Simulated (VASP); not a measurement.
Here is a VASP 6.6.1 calculation.

Contents of INCAR:

```
SYSTEM = Be16P
ALGO     = Normal         ! electronic algorithm
EDIFF    = 1E-6           ! SCF threshold, eV
ENCUT    = 520            ! plane-wave cutoff, eV
GGA      = PE             ! functional
ISIF     = 2              ! what is computed and relaxed
ISMEAR   = -1             ! smearing method
LASPH    = .True.         ! aspherical terms in the spheres
LCHARG   = .False.        ! write CHGCAR
LREAL    = Auto         
LWAVE    = .False.        ! write WAVECAR
NBANDS   = 32             ! bands
NELM     = 100            ! most SCF steps
PREC     = Accurate       ! precision mode
SIGMA    = 0.15           ! smearing width, eV
```

File KPOINTS:

```
k-points
0
Gamma
  3 3 1
  0 0 0
```

The input POSCAR:

```
Be16P
1.0
    4.5800000000      0.0000000000      0.0000000000
    2.2900000000      3.9663960000      0.0000000000
    0.0000000000      0.0000000000     17.3826450000
Be P
16 1
Direct
   -0.1666626328      0.3333252656      0.0575286442
    0.3333373672      0.3333252656      0.0575286442
   -0.1666628849      0.8333257698      0.0575286442
    0.3333371151      0.8333257698      0.0575286442
   -0.0239227781      0.0028237221      0.1673335675
    0.4812832286      0.0180012283      0.1644974053
   -0.0186153657      0.5042612992      0.1703308098
    0.4690507973      0.5068329032      0.1684726346
   -0.1772302060      0.3375608487      0.2670019436
    0.3282348873      0.3356699634      0.2665647259
   -0.2343574306      0.8484528524      0.2709541615
    0.3055530209      0.8385446133      0.2639529255
   -0.0895211121      0.0379941892      0.3669004343
    0.3839267704      0.0839805204      0.3836930456
   -0.0718087411      0.5625257791      0.3702773657
    0.4594723349      0.5091776010      0.3708008764
   -0.0570289370      0.2770273064      0.4641353488
```

Potentials or basis: VASP PAW PBE potentials, release 64 (Be, P).

Run with:

```sh
$ cat potpaw_PBE.64/Be/POTCAR potpaw_PBE.64/P/POTCAR > POTCAR
$ mpirun -np 1 vasp_std > vasp.out
```

Task: What does it give for the band gap on the k mesh?

Result: Zero (an odd number of electrons rules out a gap without spin polarisation).

Task: What does it give for the largest force?

Result: 0.986 eV/Å.

Forces on the atoms (eV/Å):
```
Be  -0.169  0.113  0.134
Be  -0.071  0.159  0.150
Be  -0.089 -0.062  0.206
Be  -0.118 -0.073  0.097
Be  -0.034  0.147 -0.314
Be  -0.373 -0.336  0.175
Be  -0.011  0.193 -0.617
Be   0.486  0.032 -0.504
Be  -0.416  0.217 -0.368
Be  -0.594  0.224  0.506
Be   0.961 -0.009 -0.217
Be  -0.056  0.282  0.635
Be   0.384 -0.630  0.013
Be  -0.094 -0.877 -0.441
Be   0.023 -0.240  0.085
Be   0.535  0.667  0.370
P   -0.363  0.194  0.090
```

Caveat: the k points lie up to 0.53 Å⁻¹ apart, too coarse for converged energies and pressures of a metal.
